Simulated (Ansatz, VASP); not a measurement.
Al in VASP and in Ansatz

The input INCAR:

```
PREC     = Accurate       # precision mode
ENCUT    = 520            # plane-wave cutoff, eV
EDIFF    = 1E-6           # SCF threshold, eV
ISMEAR   = 0              # smearing method
SIGMA    = 0.15           # smearing width, eV
LREAL    = F              # projectors in reciprocal space
LASPH    = T              # aspherical terms in the spheres
NELM     = 80             # most SCF steps
ALGO     = Fast           # electronic algorithm
ISIF     = 2              # what is computed and relaxed
LWAVE    = F              # write WAVECAR
LCHARG   = F              # write CHGCAR
GGA      = PE             # functional
NBANDS   = 14             # bands
```

The input KPOINTS:

```
regular mesh
0
Gamma
  16 16 5
```

The input POSCAR:

```
Al
1.0
   -1.6174623135      1.6174623135     -1.6174623135
   -1.6174623135     -1.6174623135      1.6174623135
   -0.1617462314      6.3081030228      6.6315954855
Al
4
Direct
    0.0000000000     -0.0875000000      0.8750000000
    0.5000000000      0.4875000000      0.1250000000
    0.0000000000     -0.0375000000      0.3750000000
    0.5000000000      0.4375000000      0.6250000000
```

Input for Ansatz:

```yaml
crystal:
  lattice:
    - [-1.6174623135, 1.6174623135, -1.6174623135]
    - [-1.6174623135, -1.6174623135, 1.6174623135]
    - [-0.1617462314, 6.3081030228, 6.6315954855]
  atoms:
    - { symbol: Al, position: [0.0, -0.0875, 0.875] }
    - { symbol: Al, position: [0.5, 0.4875, 0.125] }
    - { symbol: Al, position: [0.0, -0.0375, 0.375] }
    - { symbol: Al, position: [0.5, 0.4375, 0.625] }
basis:
  ecutwfc: 420
kpoints:
  mp_grid: { grid: [16, 16, 5] }
hamiltonian:
  xc: pbe
  pseudopotentials: { kind: paw, azcp: { folder: soft_1 } }
scf:
  occupations: { method: gaussian, width: 0.15 }
output:
  forces: true
  stress: true
  eigenvalues: true
```

Alike in both runs: task single point; functional PBE; k mesh 16 × 16 × 5; occupations gaussian, width 0.15 eV; no spin polarisation.

```csv
,VASP,Ansatz
version,VASP 6.6.1,Ansatz 0.2.0
potentials or method,"VASP PAW PBE potentials, release 64 (Al), cutoff 520 eV","scalar-relativistic, plane waves, PAW"
valence electrons in the cell,12,12
```

|  | VASP | Ansatz | Ansatz less VASP |
| --- | --- | --- | --- |
| gap on the k mesh at the Fermi level (eV) | none | none | - |
| pressure (GPa) | 0.1 | 0.1 | -0.01 |
| traceless stress, the component that is largest in VASP (GPa) | 0.47 | 0.47 | 0.000 |
| rms of the force components (eV/Å) | 0.068 | 0.068 | 0.0000 |

Atom by atom the forces differ by 0.000 eV/Å (rms over components). A gap of «none» marks a metal or a gap that the smearing closes.
